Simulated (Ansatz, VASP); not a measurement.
**Mo: VASP beside Ansatz**

```xyz
1
Lattice="2.7721 0.0000 0.0000 -1.3861 2.4007 0.0000 0.0000 0.0000 2.5241" Properties=species:S:1:pos:R:3 pbc="T T T"
Mo    0.0000    0.0000    0.0000
```

Alike in both runs: functional PBE; k mesh 18 × 18 × 16; occupations fermi-dirac, width 0.08 eV; no spin polarisation.

Ansatz relaxed the structure, and its values are those at the end. VASP's run is a single point on that final structure, the one shown.

```csv
,VASP,Ansatz
version,VASP 6.6.1,Ansatz 0.2.0
potentials or method,"VASP PAW PBE potentials, release 64 (Mo_sv)","PAW with Ansatz's default frozen-core files, scalar-relativistic"
plane-wave cutoff (eV),520,420
valence electrons in the cell,14,14
```

Ansatz gave:

| Quantity | Value |
| --- | --- |
| pressure (GPa) | 0.0 |

**Question.** Which values does VASP return?

**Answer.** Pressure (GPa): 0.5.
